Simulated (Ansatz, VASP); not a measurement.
**LiF: VASP beside Ansatz**

```
Li F
1.0
     2.59488   -5.24327   -0.00143
     2.59488    5.24327   -0.00143
    -1.37140    0.00000    2.72922
Li F
3 3
Direct
  0.30909 0.23116 0.16869
  0.76884 0.69091 0.83131
  0.83490 0.16510 0.50000
  0.40581 0.59419 0.50000
  0.01123 0.98877 0.50000
  0.67013 0.32987 0.50000
```

Alike in both runs: functional PBE; k mesh 6 × 6 × 8; occupations gaussian, width 0.02 eV; no spin polarisation.

Ansatz relaxed the structure, and its values are those at the end. VASP's run is a single point on that final structure, the one shown.

|  | VASP | Ansatz |
| --- | --- | --- |
| version | VASP 6.6.1 | Ansatz 0.2.0 |
| potentials or method | VASP PAW PBE potentials, release 64 (Li_sv, F), cutoff 520 eV | scalar-relativistic, plane waves, PAW |
| valence electrons in the cell | 30 | 30 |

```csv
,VASP,Ansatz,Ansatz less VASP
gap on the k mesh at the Fermi level (eV),5.58,5.58,+0.003
least direct gap on the mesh (eV),5.59,5.59,+0.003
rms of the force components (eV/Å),0.016,0.001,-0.0144
```

Noted on VASP's run: the cutoff is short for stress, so the pressure is rough.
